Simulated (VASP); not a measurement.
A run of VASP 6.6.1:

File INCAR:

```
SYSTEM = Zn
  PREC = Accurate
  ENCUT = 520
  EDIFF = 1E-6
  ISMEAR = -1
  SIGMA = 0.08
  LREAL = .False.
  LASPH = .True.
  NELM = 100
  ALGO = Normal
  ISIF = 2
  LWAVE = .False.
  LCHARG = .False.
  GGA = PE
  NBANDS = 19
```

The input KPOINTS:

```
regular mesh
0
Gamma
  16 16 7
  0 0 0
```

Contents of POSCAR:

```
Zn
1.0
    1.3178132697     -2.2825195379      0.0000000000
    1.3178132696      2.2825195379      0.0000000000
    0.0000000000      0.0000000000      5.0925371633
Zn
2
Direct
    0.6666666670      0.3333333330      0.2500000000
    0.3333333330      0.6666666670      0.7500000000
```

Potentials or basis: VASP PAW PBE potentials, release 64 (Zn).

The run is started by

```bash
$ cat potpaw_PBE.64/Zn/POTCAR > POTCAR
$ mpirun -np 1 vasp_std > vasp.out
```

Hardware: 1 thread of Intel(R) Xeon(R) Platinum 8488C (Sapphire Rapids), with other jobs on the host.

**Question.** How long does it take, and how much memory?

**Answer.** Wall time 34 s on 1 thread of Intel(R) Xeon(R) Platinum 8488C (Sapphire Rapids), with other jobs on the host, peak memory 0.17 GiB. Counts: scf iterations 11, k points 120.
